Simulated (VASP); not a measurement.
# TiHg (P4/mmm) in VASP: notebook

The runs below take TiHg through relaxation of cell and atoms, relaxation of shape and atoms at fixed volume, with LDA.

All numbers are computed with VASP 6.6.1; they aren't measurements. Logs are shortened: lines on timing, memory, paths and dates and some standing lists are left out, and cuts for length are marked.

## Step 1: The cell of the first run

The structure is tetragonal, space group P4/mmm (No. 123). The conventional cell has a = 2.929 Å, b = 2.929 Å, c = 4.026 Å, α = 90.00°, β = 90.00°, γ = 90.00°. Ti (site symmetry 4/mmm) has 8 Hg at 2.89 Å and 4 Ti at 2.93 Å within 3.8 Å. Hg (site symmetry 4/mmm) has 8 Ti at 2.89 Å and 4 Hg at 2.93 Å within 3.8 Å.

## Step 2: Relaxation of cell and atoms, LDA

Contents of INCAR:

```
SYSTEM = TiHg
PREC = Accurate ; ENCUT = 600
EDIFF = 1E-7 ; ISMEAR = -1
SIGMA = 0.15 ; LREAL = .FALSE.
LASPH = .TRUE. ; NELM = 100
ALGO = Fast ; ISIF = 3
LWAVE = .FALSE. ; LCHARG = .FALSE.
GGA = CA ; IBRION = 2
NSW = 80 ; EDIFFG = -0.001
```

Contents of KPOINTS:

```
Automatic mesh
0
G
  14 14 10
  0 0 0
```

Contents of POSCAR:

```
TiHg
1.0
    2.9286546350      0.0000000000      0.0000000000
    0.0000000000      2.9286546350      0.0000000000
    0.0000000000      0.0000000000      4.0258925852
Ti Hg
1 1
Direct
    0.5000000000      0.5000000000      0.5000000000
    0.0000000000      0.0000000000      0.0000000000
```

Potentials or basis: VASP PAW LDA potentials, release 64 (Ti_sv, Hg).

Run with:

```bash
> cat potpaw_LDA.64/Ti_sv/POTCAR potpaw_LDA.64/Hg/POTCAR > POTCAR
> mpirun -np 1 vasp_std > vasp.out
```

OUTCAR:

```text
SYSTEM = TiHg
   PREC = Accurate
   ENCUT = 600
   EDIFF = 1E-7
   ISMEAR = -1
   LREAL = .FALSE.
   LASPH = .TRUE.
   NELM = 100
   ISIF = 3
   GGA = CA
   IBRION = 2
   NSW = 80
   EDIFFG = -0.001

 ion  position               nearest neighbor table
   1  0.500  0.500  0.500-   2 2.89   2 2.89   2 2.89   2 2.89   2 2.89   2 2.89   2 2.89   2 2.89

   2  0.000  0.000  0.000-   1 2.89   1 2.89   1 2.89   1 2.89   1 2.89   1 2.89   1 2.89   1 2.89

  LATTYP: Found a simple tetragonal cell.
 ALAT       =     2.9286546350
 C/A-ratio  =     1.3746559724

  Lattice vectors:

 A1 = (   2.9286546350,   0.0000000000,   0.0000000000)
 A2 = (   0.0000000000,   2.9286546350,   0.0000000000)
 A3 = (   0.0000000000,   0.0000000000,   4.0258925852)

Analysis of symmetry for initial positions (statically):
=====================================================================
 Subroutine PRICEL returns:
 Original cell was already a primitive cell.

 Routine SETGRP: Setting up the symmetry group for a
 simple tetragonal supercell.

 Subroutine GETGRP returns: Found 16 space group operations
 (whereof 16 operations were pure point group operations)
 out of a pool of 16 trial point group operations.

The static configuration has the point symmetry D_4h.

Analysis of symmetry for dynamics (positions and initial velocities):
=====================================================================
 Subroutine PRICEL returns:
 Original cell was already a primitive cell.

 Routine SETGRP: Setting up the symmetry group for a
 simple tetragonal supercell.

 Subroutine GETGRP returns: Found 16 space group operations
 (whereof 16 operations were pure point group operations)
 out of a pool of 16 trial point group operations.

The dynamic configuration has the point symmetry D_4h.

 Subroutine INISYM returns: Found 16 space group operations
 (whereof 16 operations are pure point group operations),
 and found     1 'primitive' translations

----------------------------------------------------------------------------------------

                                     Primitive cell

  volume of cell :      34.5302

  direct lattice vectors                    reciprocal lattice vectors
     2.928654635  0.000000000  0.000000000     0.341453713  0.000000000  0.000000000
     0.000000000  2.928654635  0.000000000     0.000000000  0.341453713  0.000000000
     0.000000000  0.000000000  4.025892585     0.000000000  0.000000000  0.248392121

  length of vectors
     2.928654635  2.928654635  4.025892585     0.341453713  0.341453713  0.248392121

  position of ions in fractional coordinates (direct lattice)
     0.500000000  0.500000000  0.500000000
     0.000000000  0.000000000  0.000000000

  ion indices of the primitive-cell ions
   primitive index   ion index
                 1           1
                 2           2

----------------------------------------------------------------------------------------

 KPOINTS: Automatic mesh

Automatic generation of k-mesh.
 Grid dimensions read from file:
 generate k-points for:   14   14   10

 Generating k-lattice:

  Cartesian coordinates                     Fractional coordinates (reciprocal lattice)
     0.024389551  0.000000000  0.000000000     0.071428571  0.000000000  0.000000000
     0.000000000  0.024389551  0.000000000     0.000000000  0.071428571  0.000000000
     0.000000000  0.000000000  0.024839212     0.000000000  0.000000000  0.100000000

  Length of vectors
     0.024389551  0.024389551  0.024839212

  Shift w.r.t. Gamma in fractional coordinates (k-lattice)
     0.000000000  0.000000000  0.000000000

 Subroutine IBZKPT returns following result:
 ===========================================

 Found    216 irreducible k-points:

 Following reciprocal coordinates:
            Coordinates               Weight
  0.000000  0.000000  0.000000      1.000000
  0.071429  0.000000  0.000000      4.000000
  0.142857  0.000000  0.000000      4.000000
  0.214286  0.000000  0.000000      4.000000
  0.285714  0.000000  0.000000      4.000000
  0.357143  0.000000  0.000000      4.000000
[... 16 lines left out ...]
  0.285714  0.214286  0.000000      8.000000
  0.357143  0.214286  0.000000      8.000000
 [... further k-points ...]
   k-points           NKPTS =    216   k-points in BZ     NKDIM =    216   number of bands    NBANDS=     16
   number of dos      NEDOS =    301   number of ions     NIONS =      2
   total plane-waves  NPLWV =  18432
   dimension x,y,z NGX =    24 NGY =   24 NGZ =   32
   dimension x,y,z NGXF=    48 NGYF=   48 NGZF=   64
   ions per type =               1   1
   NGX,Y,Z   is equivalent  to a cutoff of  13.62, 13.62, 13.21 a.u.
   NGXF,Y,Z  is equivalent  to a cutoff of  27.25, 27.25, 26.43 a.u.
 SYSTEM =  TiHg
   PREC   = accura    normal or accurate (medium, high low for compatibility)
   ISTART =      0    job   : 0-new  1-cont  2-samecut
   ICHARG =      2    charge: 1-file 2-atom 10-const
   ISPIN  =      1    spin polarized calculation?
   LNONCOLLINEAR =      F non collinear calculations
   LSORBIT =      F    spin-orbit coupling
   LASPH  =      T    aspherical Exc in radial PAW
   ENCUT  =  600.0 eV  44.10 Ry    6.64 a.u.   5.85  5.85  8.04*2*pi/ulx,y,z
   NELM   =    100;   NELMIN=  2; NELMDL= -5     # of ELM steps
   EDIFF  = 0.1E-06   stopping-criterion for ELM
   LREAL  =      F    real-space projection
   EDIFFG = -.1E-02   stopping-criterion for IOM
   NSW    =     80    number of steps for IOM
   IBRION =      2    ionic relax: 0-MD 1-quasi-New 2-CG
   NFREE  =      1    steps in history (QN), initial steepest desc. (CG)
   ISIF   =      3    stress and relaxation
   ISYM   =      2    0-nonsym 1-usesym 2-fastsym
   POTIM  = 0.5000    time-step for ionic-motion
   TEBEG  =    0.0;   TEEND  =   0.0 temperature during run
   PSTRESS=    0.0 pullay stress
   NELECT =      24.0000    total number of electrons
   NUPDOWN=      -1.0000    fix difference up-down
   EMIN   =  10.00;   EMAX   =-10.00  energy-range for DOS
   EFERMI =   0.00;   METHOD = LEGACY
   ISMEAR =    -1;   SIGMA  =   0.15  broadening in eV -4-tet -1-fermi 0-gaus
   EFERMI_NEDOS =   21; number of points for ismear=-14 and -15
   IALGO  =     68    algorithm
   IMIX   =      4    mixing-type and parameters
     AMIX     =   0.40;   BMIX     =  1.00
     AMIX_MAG =   1.60;   BMIX_MAG =  1.00
  volume/ion in A,a.u.               =      17.27       116.51
  Fermi-wavevector in a.u.,A,eV,Ry     =   1.450148  2.740383 28.612100  2.102930
  Thomas-Fermi vector in A             =   2.567794
   LORBIT       =      0    0 simple, 1 ext, 2 COOP (PROOUT), +10 PAW based schemes
   GGA     = CA    functional components
   LHFCALC =     F    Hartree Fock is set to
   AEXX    =    0.0000 exact exchange contribution
   IVDW    =     0    specifies the selected vdW correction
   LEPSILON=     F    determine dielectric tensor
   LRPA    =     F    only Hartree local field effects (RPA)
 conjugate gradient relaxation of ions
 non-spin polarized calculation
 RMM-DIIS sequential band-by-band and
  energy-cutoff  :      600.00
  volume of cell :       34.53
 maximum number of plane-waves:      1184
 NGX is ok and might be reduce to    24
   NGX = 11   NGY = 11   NGZ = 17

--------------------------------------- Ionic step        1  -------------------------------------------

 number of electron      24.0000001 magnetization

 Free energy of the ion-electron system (eV)
  ---------------------------------------------------
  ext. energy  EPLUGINS =         0.00000000
  ---------------------------------------------------
  free energy    TOTEN  =        -9.92702117 eV

  energy without entropy =       -9.75888690  energy(sigma->0) =       -9.84295404

------------------------ aborting loop because EDIFF is reached ----------------------------------------

  FORCE on cell =-STRESS in cart. coord.  units (eV):
  Direction    XX          YY          ZZ          XY          YZ          ZX
  --------------------------------------------------------------------------------------
  -------------------------------------------------------------------------------------
  Total        0.4031366      0.4031366      0.2590154      0.0000000      0.0000000      0.0000000
  in kB       18.7052821     18.7052821     12.0181514      0.0000000      0.0000000      0.0000000
  external PRESSURE =      16.4762385 kB  Pullay stress =       0.0000000 kB
[... 89 lines left out ...]
  FREE ENERGIE OF THE ION-ELECTRON SYSTEM (eV)
  ---------------------------------------------------
  free  energy   TOTEN  =        -9.9292931760 eV

  energy  without entropy=       -9.7588921000  energy(sigma->0) =       -9.84409264

[... ionic steps 4 to 7 ...]

--------------------------------------- Ionic step        8  -------------------------------------------

 number of electron      23.9999992 magnetization

------------------------ aborting loop because EDIFF is reached ----------------------------------------

  FORCE on cell =-STRESS in cart. coord.  units (eV):
  Direction    XX          YY          ZZ          XY          YZ          ZX
  --------------------------------------------------------------------------------------
  -------------------------------------------------------------------------------------
  Total        0.0047529      0.0047529      0.0067869      0.0000000      0.0000000      0.0000000
  in kB        0.2178766      0.2178766      0.3111140      0.0000000      0.0000000      0.0000000
  external PRESSURE =       0.2489557 kB  Pullay stress =       0.0000000 kB
[... 57 lines left out ...]
  energy  without entropy=       -9.7586837654  energy(sigma->0) =       -9.84425944

--------------------------------------- Ionic step       10  -------------------------------------------

 number of electron      23.9999992 magnetization

 Free energy of the ion-electron system (eV)
  ---------------------------------------------------
  ext. energy  EPLUGINS =         0.00000000
  ---------------------------------------------------
  free energy    TOTEN  =        -9.92983723 eV

  energy without entropy =       -9.75875902  energy(sigma->0) =       -9.84429813

 E-fermi :   6.7261     XC(G=0): -12.3129

 val. band max:        6.7170087702   @ k =   0.2143   0.1429   0.4000
 cond. band min:       6.7308964298   @ k =   0.3571   0.1429   0.1000
 fundamental gap:      0.0138876596
 Fermi energy:         6.7260610599

 k-point     1 :       0.0000    0.0000    0.0000
  band No.  band energies     occupation
      1     -49.5641      2.00000
      2     -26.3421      2.00000
      3     -25.9816      2.00000
      4     -25.9816      2.00000
      5      -3.0288      2.00000
      6      -2.1615      2.00000
[... 8 lines left out ...]
     15       8.7960      0.00000
     16       9.3335      0.00000
[... 420 lines left out ...]
  band No.  band energies     occupation
      1     -49.5206      2.00000
      2     -26.3013      2.00000
      3     -26.2327      2.00000
      4     -26.0820      2.00000
      5      -1.3289      2.00000
      6      -1.2497      2.00000
[... 8 lines left out ...]
     15       8.3143      0.00005
     16      10.6496      0.00000

 [... further k-points ...]
[... 5 lines left out ...]
  --------------------------------------------------------------------------------------
  -------------------------------------------------------------------------------------
  Total       -0.0013504     -0.0013504      0.0015493      0.0000000      0.0000000      0.0000000
  in kB       -0.0618957     -0.0618957      0.0710086      0.0000000      0.0000000      0.0000000
  external PRESSURE =      -0.0175943 kB  Pullay stress =       0.0000000 kB
[... 17 lines left out ...]
  FREE ENERGIE OF THE ION-ELECTRON SYSTEM (eV)
  ---------------------------------------------------
  free  energy   TOTEN  =        -9.9298372348 eV

  energy  without entropy=       -9.7587590234  energy(sigma->0) =       -9.84429813

 reached required accuracy - stopping structural energy minimisation
```

It took 34 min on 1 thread of Oxide Virtual Turin-like, shared host; peak memory 0.25 GiB.

Results:

```yaml
Free_energy: -9.9298 eV
Relaxed_volume: 17.48 Å³/atom
Relaxed_cell: a = 2.953 Å, b = 2.953 Å, c = 4.009 Å, α = 90.00°, β = 90.00°, γ = 90.00°
Space_group_after_relaxing_to_0.1_Å: P4/mmm (No. 123)
Energy_gained_by_relaxing: 1.4 meV/atom
Ionic_steps: 10
Pressure_after_relaxing: 0.0 GPa
Band_gap_on_the_k_mesh: zero (bands 12 and 13 overlap by 1.21 eV)
```

Step by step:
```tsv
step	energy change (eV)	largest force (eV/Å)	pressure (GPa)	volume (Å³)
1	0.0000	0.0000	1.65	34.53
2	0.0002	0.0000	-1.76	35.42
3	-0.0023	0.0000	-0.09	34.97
4	-0.0023	0.0000	-0.06	34.96
5	-0.0026	0.0000	-0.03	34.96
6	-0.0028	0.0000	0.02	34.95
7	-0.0028	0.0000	0.02	34.95
8	-0.0028	0.0000	0.02	34.95
9	-0.0028	0.0000	-0.04	34.97
10	-0.0028	0.0000	0.00	34.96
```

Final structure:
```xyz
2
Lattice="2.9529 0.0000 0.0000 0.0000 2.9529 0.0000 0.0000 0.0000 4.0088" Properties=species:S:1:pos:R:3 pbc="T T T"
Ti    1.4765    1.4765    2.0044
Hg    0.0000    0.0000    0.0000
```

Levels at points of the mesh, in eV from the Fermi level:
```
           k point  band 10  band 11  band 12  band 13  band 14  band 15
(0.00, 0.00, 0.00)    -6.60    -0.53    -0.34     1.16     2.07     2.07
(0.50, 0.00, 0.00)    -3.93    -3.42    -1.20    -0.49     1.19     1.84
(0.50, 0.50, 0.00)    -2.12     0.32     0.32     1.26     1.26     1.51
(0.00, 0.00, 0.50)    -6.58    -4.82    -0.83     0.69     1.27     1.27
(0.50, 0.00, 0.50)    -3.62    -1.84    -0.75    -0.29     1.69     2.06
(0.50, 0.50, 0.50)    -2.25    -1.83    -1.83     1.52     1.65     3.41
```

Caveat: spin-orbit coupling is left out, which moves the levels of the heavy elements.

## Step 3: Relaxation of shape and atoms at fixed volume, LDA (17.68 Å³/atom)

This run uses another cell than the first one, of 17.68 Å³/atom.

Contents of INCAR:

```
SYSTEM = TiHg
ALGO = Fast ; EDIFF = 1E-6
EDIFFG = -0.001 ; ENCUT = 600
GGA = CA ; IBRION = 2
ISIF = 4 ; ISMEAR = -1
LASPH = .True. ; LCHARG = .False.
LREAL = .False. ; LWAVE = .False.
NELM = 100 ; NSW = 80
PREC = Accurate ; SIGMA = 0.15
```

Contents of KPOINTS:

```
k-points
0
Gamma
  14 14 10
  0 0 0
```

Contents of POSCAR:

```
TiHg
1.0
    2.9619071676      0.0000000000      0.0000000000
    0.0000000000      2.9619071676      0.0000000000
    0.0000000000      0.0000000000      4.0299119232
Ti Hg
1 1
Direct
    0.5000000000      0.5000000000      0.5000000000
    0.0000000000      0.0000000000      0.0000000000
```

Potentials or basis: VASP PAW LDA potentials, release 64 (Ti_sv, Hg).

Run with:

```bash
> cat potpaw_LDA.64/Ti_sv/POTCAR potpaw_LDA.64/Hg/POTCAR > POTCAR
> mpirun -np 1 vasp_std > vasp.out
```

It took 8.1 min on 1 thread of Oxide Virtual Turin-like, shared host; peak memory 0.25 GiB.

Results (log left out):

| Item | Value |
| --- | --- |
| Free energy | -9.9283 eV |
| Energy gained by relaxing | 0.0 meV/atom |
| Ionic steps | 4 |
| Pressure after relaxing | -1.5 GPa |
| Band gap on the k mesh | zero (bands 12 and 13 overlap by 1.19 eV) |

Final structure:
```yaml
crystal:
  lattice:
    - [2.96545, 0.00000, 0.00000]
    - [0.00000, 2.96545, 0.00000]
    - [0.00000, 0.00000, 4.02028]
  atoms:
    - { symbol: Ti, position: [0.50000, 0.50000, 0.50000] }
    - { symbol: Hg, position: [0.00000, 0.00000, 0.00000] }
```

Levels at points of the mesh, in eV from the Fermi level:
```csv
k point,band 8,band 9,band 10,band 11,band 12,band 13,band 14,band 15,band 16
"(0.00, 0.00, 0.00)",-7.12,-7.12,-6.59,-0.52,-0.34,1.16,2.04,2.04,2.56
"(0.50, 0.00, 0.00)",-7.32,-6.91,-3.89,-3.44,-1.17,-0.48,1.17,1.82,3.76
"(0.50, 0.50, 0.00)",-7.61,-5.82,-2.13,0.31,0.31,1.24,1.24,1.47,3.35
"(0.00, 0.00, 0.50)",-7.06,-6.57,-6.57,-4.78,-0.81,0.69,1.25,1.25,2.50
"(0.50, 0.00, 0.50)",-7.06,-7.01,-3.62,-1.81,-0.75,-0.29,1.66,2.03,2.06
"(0.50, 0.50, 0.50)",-6.81,-5.82,-2.21,-1.80,-1.80,1.45,1.64,3.35,5.90
```

Caveat: spin-orbit coupling is left out, which moves the levels of the heavy elements.
